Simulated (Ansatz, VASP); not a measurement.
## GdN: VASP beside Ansatz

```xyz
2
Lattice="0.0000 2.4995 2.4995 2.4995 0.0000 2.4995 2.4995 2.4995 0.0000" Properties=species:S:1:pos:R:3 pbc="T T T"
Gd    2.4995    2.4995    2.4995
N     0.0000    0.0000    0.0000
```

Alike in both runs: task relaxation of cell and atoms; functional PBE; k mesh 14 × 14 × 14; occupations gaussian, width 0.1 eV; collinear spin; Hubbard terms Gd f U = 6.0 eV.

|  | VASP | Ansatz |
| --- | --- | --- |
| version | VASP 6.6.1 | Ansatz 0.2.0 |
| potentials or method | VASP PAW PBE potentials, release 64 (Gd, N), cutoff 600 eV | scalar-relativistic, plane waves, PAW |
| valence electrons in the cell | 23 | 23 |

Ansatz gave:

```
gap on the k mesh at the Fermi level, each at its own relaxed structure (eV) : none
net moment per atom (μB)                                                     : 3.50
size of the moment on the site where the two differ most (μB)                : 6.94
relaxed volume (Å³/atom)                                                     : 15.64
relaxed cell length with the largest relative difference (Å)                 : 3.537
```

**Question.** What did VASP give for the same quantities?

**Answer.** gap on the k mesh at the Fermi level, each at its own relaxed structure (eV): none; net moment per atom (μB): 3.50; size of the moment on the site where the two differ most (μB): 6.87; relaxed volume (Å³/atom): 15.67; relaxed cell length with the largest relative difference (Å): 3.539.

Site moments also hang on the region over which each program counts them. The programs project onto different local orbitals, so the same U acts differently, and such runs can settle in different states. A gap of «none» marks a metal or a gap that the smearing closes. Ansatz's warnings: filled band counts differ across k points.

Spin-orbit coupling is off throughout.
